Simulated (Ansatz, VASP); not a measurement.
**Two plane-wave programs on Pt**

```
Pt
1.0
     0.00000    1.96090    1.96090
     1.96090    0.00000    1.96090
     1.96090    1.96090    0.00000
Pt
1
Direct
  0.00000 0.00000 0.00000
```

Alike in both runs: task relaxation of cell and atoms; functional PBEsol; k mesh 14 × 14 × 14; occupations fermi-dirac, width 0.05 eV; no spin polarisation.

```csv
,VASP,Ansatz
version,VASP 6.6.1,Ansatz 0.2.0
potentials or method,"VASP PAW PBE potentials, release 64 (Pt)","PAW with Ansatz's default frozen-core files, scalar-relativistic"
plane-wave cutoff (eV),500,420
valence electrons in the cell,10,18
```

|  | VASP | Ansatz | Ansatz less VASP |
| --- | --- | --- | --- |
| gap on the k mesh at the Fermi level, each at its own relaxed structure (eV) | none | none | - |
| relaxed volume (Å³/atom) | 15.01 | 15.03 | +0.022 |
| relaxed cell length with the largest relative difference (Å) | 2.769 | 2.770 | +0.0014 |

VASP's potentials were made for PBE, not for PBEsol. A gap of «none» marks a metal or a gap that the smearing closes. VASP's potentials hold 10 valence electrons a cell and Ansatz's 18, so a difference there can come from the potentials and not from the codes. Ansatz's warnings: end state compared, stability check not made.

Spin-orbit coupling is off throughout.
